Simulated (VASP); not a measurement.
# CsCl (Pm-3m) in VASP: further runs

Aim: see how the results for CsCl move with the level of theory and the settings. Levels: PBEsol, LDA. Tasks: relaxation of cell and atoms.

Program: VASP 6.6.1. These are calculated values, not measurements. Logs are shortened: lines on timing, memory, paths and dates and some standing lists are left out, and cuts for length are marked.

## (1) The cell of the first run

It takes space group Pm-3m (No. 221, cubic). The conventional cell has a = 4.203 Å, b = 4.203 Å, c = 4.203 Å, α = 90.00°, β = 90.00°, γ = 90.00°. Within 4.8 Å of Cs (site symmetry m-3m) lie 8 Cl at 3.64 Å and 6 Cs at 4.20 Å. Cl (site symmetry m-3m) has 8 Cs at 3.64 Å and 6 Cl at 4.20 Å within 4.8 Å.

## (2) Relaxation of cell and atoms, PBEsol

Contents of INCAR:

```
SYSTEM = CsCl
ALGO = Normal
EDIFF = 1E-7
EDIFFG = -0.005
ENCUT = 500
GGA = PS
GGA_COMPAT = .False.
IBRION = 2
ISIF = 3
ISMEAR = -1
LASPH = .True.
LCHARG = .False.
LREAL = .False.
LWAVE = .False.
NELM = 120
NELMIN = 4
NSW = 80
PREC = Accurate
SIGMA = 0.02
```

Contents of KPOINTS:

```
k-points
0
Gamma
  6 6 6
  0 0 0
```

Contents of POSCAR:

```
CsCl
1.0
    4.2029290382      0.0000000000      0.0000000000
    0.0000000000      4.2029290382      0.0000000000
    0.0000000000      0.0000000000      4.2029290382
Cs Cl
1 1
Direct
    0.0000000000      0.0000000000      0.0000000000
    0.5000000000      0.5000000000      0.5000000000
```

Potentials or basis: VASP PAW PBE potentials, release 64 (Cs_sv, Cl).

On the command line:

```sh
$ cat potpaw_PBE.64/Cs_sv/POTCAR potpaw_PBE.64/Cl/POTCAR > POTCAR
$ mpirun -np 1 vasp_std > vasp.out
```

OUTCAR:

```text
SYSTEM = CsCl
   EDIFF = 1E-7
   EDIFFG = -0.005
   ENCUT = 500
   GGA = PS
   IBRION = 2
   ISIF = 3
   ISMEAR = -1
   LASPH = .True.
   LREAL = .False.
   NELM = 120
   NELMIN = 4
   NSW = 80
   PREC = Accurate

 ion  position               nearest neighbor table
   1  0.000  0.000  0.000-
   2  0.500  0.500  0.500-

  LATTYP: Found a simple cubic cell.
 ALAT       =     4.2029290382

  Lattice vectors:

 A1 = (   4.2029290382,   0.0000000000,   0.0000000000)
 A2 = (   0.0000000000,   4.2029290382,   0.0000000000)
 A3 = (   0.0000000000,   0.0000000000,   4.2029290382)

Analysis of symmetry for initial positions (statically):
=====================================================================
 Subroutine PRICEL returns:
 Original cell was already a primitive cell.

 Routine SETGRP: Setting up the symmetry group for a
 simple cubic supercell.

 Subroutine GETGRP returns: Found 48 space group operations
 (whereof 48 operations were pure point group operations)
 out of a pool of 48 trial point group operations.

The static configuration has the point symmetry O_h .

Analysis of symmetry for dynamics (positions and initial velocities):
=====================================================================
 Subroutine PRICEL returns:
 Original cell was already a primitive cell.

 Routine SETGRP: Setting up the symmetry group for a
 simple cubic supercell.

 Subroutine GETGRP returns: Found 48 space group operations
 (whereof 48 operations were pure point group operations)
 out of a pool of 48 trial point group operations.

The dynamic configuration has the point symmetry O_h .

 Subroutine INISYM returns: Found 48 space group operations
 (whereof 48 operations are pure point group operations),
 and found     1 'primitive' translations

----------------------------------------------------------------------------------------

                                     Primitive cell

  volume of cell :      74.2431

  direct lattice vectors                    reciprocal lattice vectors
     4.202929038  0.000000000  0.000000000     0.237929309  0.000000000  0.000000000
     0.000000000  4.202929038  0.000000000     0.000000000  0.237929309  0.000000000
     0.000000000  0.000000000  4.202929038     0.000000000  0.000000000  0.237929309

  length of vectors
     4.202929038  4.202929038  4.202929038     0.237929309  0.237929309  0.237929309

  position of ions in fractional coordinates (direct lattice)
     0.000000000  0.000000000  0.000000000
     0.500000000  0.500000000  0.500000000

  ion indices of the primitive-cell ions
[... 83 lines left out ...]
   EMIN   =  10.00;   EMAX   =-10.00  energy-range for DOS
   EFERMI =   0.00;   METHOD = LEGACY
   ISMEAR =    -1;   SIGMA  =   0.02  broadening in eV -4-tet -1-fermi 0-gaus
   EFERMI_NEDOS =   21; number of points for ismear=-14 and -15
   IALGO  =     38    algorithm
   IMIX   =      4    mixing-type and parameters
     AMIX     =   0.40;   BMIX     =  1.00
     AMIX_MAG =   1.60;   BMIX_MAG =  1.00
  volume/ion in A,a.u.               =      37.12       250.51
  Fermi-wavevector in a.u.,A,eV,Ry     =   0.981513  1.854791 13.107417  0.963368
  Thomas-Fermi vector in A             =   2.112525
   LORBIT       =      0    0 simple, 1 ext, 2 COOP (PROOUT), +10 PAW based schemes
   GGA     = PS    functional components
   LHFCALC =     F    Hartree Fock is set to
   AEXX    =    0.0000 exact exchange contribution
   IVDW    =     0    specifies the selected vdW correction
   LEPSILON=     F    determine dielectric tensor
   LRPA    =     F    only Hartree local field effects (RPA)
 conjugate gradient relaxation of ions
 non-spin polarized calculation
  energy-cutoff  :      500.00
  volume of cell :       74.24
 maximum number of plane-waves:      1924
 NGX is ok and might be reduce to    32
   NGX = 15   NGY = 15   NGZ = 15

--------------------------------------- Ionic step        1  -------------------------------------------

 number of electron      15.9999991 magnetization

 Free energy of the ion-electron system (eV)
  ---------------------------------------------------
  ext. energy  EPLUGINS =         0.00000000
  ---------------------------------------------------
  free energy    TOTEN  =        -6.81473365 eV

  energy without entropy =       -6.81473365  energy(sigma->0) =       -6.81473365

------------------------ aborting loop because EDIFF is reached ----------------------------------------

  FORCE on cell =-STRESS in cart. coord.  units (eV):
  Direction    XX          YY          ZZ          XY          YZ          ZX
  --------------------------------------------------------------------------------------
  -------------------------------------------------------------------------------------
  Total       -0.6378565     -0.6378565     -0.6378565      0.0000000      0.0000000     -0.0000000
  in kB      -13.7650373    -13.7650373    -13.7650373      0.0000000      0.0000000     -0.0000000
  external PRESSURE =     -13.7650373 kB  Pullay stress =       0.0000000 kB
[... 23 lines left out ...]
--------------------------------------- Ionic step        2  -------------------------------------------

 number of electron      16.0000002 magnetization

 E-fermi :  -0.0015     XC(G=0):  -8.4216

 val. band max:       -0.4696005505   @ k =   0.0000   0.0000   0.0000
 cond. band min:       4.5307429185   @ k =   0.0000   0.0000   0.0000
 fundamental gap:      5.0003434691
 Fermi energy:        -0.0015396296

 k-point     1 :       0.0000    0.0000    0.0000
  band No.  band energies     occupation
      1     -19.8541      2.00000
      2     -12.6087      2.00000
      3      -6.3307      2.00000
      4      -6.3307      2.00000
      5      -6.3307      2.00000
      6      -0.4696      2.00000
      7      -0.4696      2.00000
      8      -0.4696      2.00000
      9       4.5307      0.00000
     10       4.8069      0.00000
     11       4.8069      0.00000
     12       9.4906      0.00000
[... 354 lines left out ...]
--------------------------------------- Ionic step        4  -------------------------------------------

 number of electron      16.0000006 magnetization

 Free energy of the ion-electron system (eV)
  ---------------------------------------------------
  ext. energy  EPLUGINS =         0.00000000
  ---------------------------------------------------
  free energy    TOTEN  =        -6.84662310 eV

  energy without entropy =       -6.84662310  energy(sigma->0) =       -6.84662310

 E-fermi :   0.2486     XC(G=0):  -8.6515

 val. band max:       -0.2084944393   @ k =   0.0000   0.0000   0.0000
 cond. band min:       5.0080941563   @ k =   0.0000   0.0000   0.0000
 fundamental gap:      5.2165885956
 Fermi energy:         0.2485843803

 k-point     1 :       0.0000    0.0000    0.0000
  band No.  band energies     occupation
      1     -19.5366      2.00000
      2     -12.4180      2.00000
      3      -5.9790      2.00000
      4      -5.9790      2.00000
      5      -5.9790      2.00000
      6      -0.2085      2.00000
      7      -0.2085      2.00000
      8      -0.2085      2.00000
      9       5.0081      0.00000
     10       5.0095      0.00000
     11       5.0095      0.00000
     12       9.9209      0.00000
[... 312 lines left out ...]
  FREE ENERGIE OF THE ION-ELECTRON SYSTEM (eV)
  ---------------------------------------------------
  free  energy   TOTEN  =        -6.8466231050 eV

  energy  without entropy=       -6.8466231050  energy(sigma->0) =       -6.84662310

 reached required accuracy - stopping structural energy minimisation
```

OSZICAR:

```text
N       E                     dE             d eps       ncg     rms          rms(c)
DAV:   1     0.953263624009E+02    0.95326E+02   -0.66917E+03   480   0.110E+03
DAV:   2    -0.361070611742E+00   -0.95687E+02   -0.91225E+02   788   0.180E+02
DAV:   3    -0.711925998155E+01   -0.67582E+01   -0.67416E+01   616   0.565E+01
[... 38 lines left out ...]
DAV:   4    -0.684662158289E+01    0.13621E-04   -0.58833E-05   516   0.510E-02    0.120E-02
DAV:   5    -0.684662248130E+01   -0.89841E-06   -0.39543E-06   540   0.136E-02    0.589E-03
DAV:   6    -0.684662307717E+01   -0.59587E-06   -0.24359E-07   396   0.378E-03    0.154E-03
DAV:   7    -0.684662318477E+01   -0.10759E-06   -0.53647E-08   272   0.164E-03    0.445E-04
DAV:   8    -0.684662310500E+01    0.79768E-07   -0.68439E-09   252   0.716E-04
   4 F= -.68466231E+01 E0= -.68466231E+01  d E =-.318895E-01
```

CONTCAR:

```text
CsCl
   1.00000000000000
     4.0717246408970720   -0.0000000000000000   -0.0000000000000000
     0.0000000000000000    4.0717246408970720   -0.0000000000000000
    -0.0000000000000000    0.0000000000000000    4.0717246408970720
  Cs              Cl
     1     1
Direct
     0.0000000000000000    0.0000000000000000    0.0000000000000000
     0.5000000000000000    0.5000000000000000    0.5000000000000000

  0.00000000E+00  0.00000000E+00  0.00000000E+00
  0.00000000E+00  0.00000000E+00  0.00000000E+00
```

It took 59 s on 1 thread of Intel Xeon 8259CL, shared host; peak memory 0.19 GiB.

Results:

```yaml
Free_energy: -6.8466 eV
Relaxed_volume: 33.75 Å³/atom
Relaxed_cell: a = 4.072 Å, b = 4.072 Å, c = 4.072 Å, α = 90.00°, β = 90.00°, γ = 90.00°
Space_group_after_relaxing_to_0.1_Å: Pm-3m (No. 221)
Energy_gained_by_relaxing: 15.9 meV/atom
Ionic_steps: 4
Pressure_after_relaxing: 0.0 GPa
Band_gap_on_the_k_mesh: 5.22 eV
```

Step by step:
```
step  energy change (eV)  largest force (eV/Å)  pressure (GPa)  volume (Å³)
   1              0.0000                0.0000           -1.38        74.24
   2             -0.0232                0.0000           -0.80        70.87
   3             -0.0318                0.0000           -0.08        67.80
   4             -0.0319                0.0000            0.01        67.50
```

Final structure:
```
Cs Cl
1.0
     4.07172    0.00000    0.00000
     0.00000    4.07172    0.00000
     0.00000    0.00000    4.07172
Cs Cl
1 1
Direct
  0.00000 0.00000 0.00000
  0.50000 0.50000 0.50000
```

Caveat: the PAW data sets were made with another functional, which shifts forces and pressure a little; spin-orbit coupling is left out, which moves the levels of the heavy elements.

## (3) Relaxation of cell and atoms, LDA

Contents of INCAR:

```
SYSTEM = CsCl
ALGO = Normal
EDIFF = 1E-7
EDIFFG = -0.005
ENCUT = 500
GGA_COMPAT = .FALSE.
IBRION = 2
ISIF = 3
ISMEAR = -1
LASPH = .TRUE.
LCHARG = .FALSE.
LREAL = .FALSE.
LWAVE = .FALSE.
NELM = 120
NELMIN = 4
NSW = 80
PREC = Accurate
SIGMA = 0.02
```

Contents of KPOINTS:

```
k-points
0
G
  6 6 6
  0 0 0
```

POSCAR is that of step 2.

Potentials or basis: VASP PAW LDA potentials, release 64 (Cs_sv, Cl).

On the command line:

```sh
$ cat potpaw_LDA.64/Cs_sv/POTCAR potpaw_LDA.64/Cl/POTCAR > POTCAR
$ mpirun -np 1 vasp_std > vasp.out
```

Wall time 1.8 min (1 thread of Intel Xeon 8259CL, shared host); peak memory 0.17 GiB.

Results (log left out):

```yaml
Free_energy: -7.3117 eV
Relaxed_volume: 31.44 Å³/atom
Relaxed_cell: a = 3.977 Å, b = 3.977 Å, c = 3.977 Å, α = 90.00°, β = 90.00°, γ = 90.00°
Space_group_after_relaxing_to_0.1_Å: Pm-3m (No. 221)
Energy_gained_by_relaxing: 56.9 meV/atom
Ionic_steps: 17
Pressure_after_relaxing: 0.0 GPa
Band_gap_on_the_k_mesh: 4.98 eV
```

The path:
| step | energy change (eV) | largest force (eV/Å) | pressure (GPa) | volume (Å³) |
| --- | --- | --- | --- | --- |
| 1 | 0.0000 | 0.0000 | -2.70 | 74.24 |
| 2 | -0.0888 | 0.0000 | -1.54 | 67.73 |
| 3 | -0.1136 | 0.0000 | -0.19 | 63.37 |
| 4 | -0.1139 | 0.0000 | 0.03 | 62.80 |
| 5 | -0.1138 | 0.0000 | -0.06 | 63.02 |
| 6 | -0.1138 | 0.0000 | -0.06 | 63.01 |
| 7 | -0.1138 | 0.0000 | -0.05 | 63.01 |
| 8 | -0.1138 | 0.0000 | -0.05 | 63.01 |
| 9 | -0.1138 | 0.0000 | -0.05 | 63.01 |
| 10 | -0.1138 | 0.0000 | -0.05 | 63.01 |
| 11 | -0.1138 | 0.0000 | -0.05 | 63.01 |
| 12 | -0.1138 | 0.0000 | -0.05 | 63.00 |
| 13 | -0.1138 | 0.0000 | -0.05 | 63.00 |
| 14 | -0.1139 | 0.0000 | -0.05 | 62.99 |
| 15 | -0.1139 | 0.0000 | -0.04 | 62.98 |
| 16 | -0.1139 | 0.0000 | -0.03 | 62.95 |
| 17 | -0.1139 | 0.0000 | 0.00 | 62.89 |

Final structure:
```
Cs Cl
1.0
     3.97671    0.00000    0.00000
     0.00000    3.97671    0.00000
     0.00000    0.00000    3.97671
Cs Cl
1 1
Cartesian
  3.9767 3.9767 0.0000
  1.9884 1.9884 1.9884
```

Levels at points of the mesh, in eV from the valence-band top:
```
           k point  band 6  band 7  band 8  band 9  band 10  band 11
(0.00, 0.00, 0.00)    0.00    0.00    0.00    4.98     4.98     5.39
(0.50, 0.00, 0.00)   -1.50   -0.38   -0.38    6.18     7.89     8.92
(0.50, 0.50, 0.00)   -0.46   -0.46   -0.14    5.73     5.83     7.89
(0.50, 0.50, 0.50)   -1.48   -1.48   -1.48    8.81     8.81     8.81
```

Caveat: the volume moved by over 15 % at a fixed basis, so the end points are rough; spin-orbit coupling is left out, which moves the levels of the heavy elements.
